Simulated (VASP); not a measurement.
A run of VASP 6.6.1 is set up as follows.

POSCAR

```
Ti
1.0
    2.9499978604     -0.0884999358      0.0000000000
   -1.5516421228      2.5990230561      0.0000000000
    0.0000000000      0.0000000000      4.6860000000
Ti
2
Direct
    0.3333333333      0.6666666667      0.2500000000
    0.6666666667      0.3333333333      0.7500000000
```

INCAR.step1

```
SYSTEM = Ti
ALGO     = Normal         ! electronic algorithm
EDIFF    = 1E-4           ! SCF threshold, eV
ENCUT    = 520            ! plane-wave cutoff, eV
GGA      = PE             ! functional
ISMEAR   = 0              ! smearing method
LASPH    = .True.         ! aspherical terms in the spheres
LCHARG   = .False.        ! write CHGCAR
LREAL    = .False.        ! projectors in reciprocal space
LWAVE    = .True.         ! write WAVECAR
NBANDS   = 19             ! bands
NELM     = 100            ! most SCF steps
PREC     = Accurate       ! precision mode
SIGMA    = 0.15           ! smearing width, eV
```

INCAR.step2

```
SYSTEM = Ti
ALGO     = Normal         ! electronic algorithm
EDIFF    = 1E-6           ! SCF threshold, eV
ENCUT    = 520            ! plane-wave cutoff, eV
ISIF     = 2              ! what is computed and relaxed
ISMEAR   = 0              ! smearing method
ISTART   = 1            
LASPH    = .True.         ! aspherical terms in the spheres
LCHARG   = .True.         ! write CHGCAR
LELF     = .True.         ! ELF
LMIXTAU  = .True.       
LREAL    = .False.        ! projectors in reciprocal space
LVHAR    = .True.       
LWAVE    = .False.        ! write WAVECAR
METAGGA  = R2SCAN         ! meta-GGA
NBANDS   = 19             ! bands
NELM     = 100            ! most SCF steps
PREC     = Accurate       ! precision mode
SIGMA    = 0.15           ! smearing width, eV
```

KPOINTS

```
k-points
0
Gamma
  18 18 10
  0 0 0
```

Potentials or basis: VASP PAW PBE potentials, release 64 (Ti_sv).

Command:

```bash
$ cat potpaw_PBE.64/Ti_sv/POTCAR > POTCAR
$ cp INCAR.step1 INCAR
$ mpirun -np 1 vasp_std > vasp.out
$ cp INCAR.step2 INCAR
$ mpirun -np 1 vasp_std > vasp.out
```

Problem. What does it give for the band gap on the k mesh?

Solution. Zero (bands 12 and 13 overlap by 0.96 eV).

Problem. What does it give for the pressure?

Solution. -1.7 GPa.

Forces on the atoms (eV/Å):
```
Ti   0.195  0.010  0.000
Ti  -0.195 -0.010  0.000
```

Caveat: the cell differs from its parent crystal (strain -0.0600 x Voigt [0, 0, 0, 0, 0, 1]); the PAW data sets were made with another functional, which shifts forces and pressure a little.
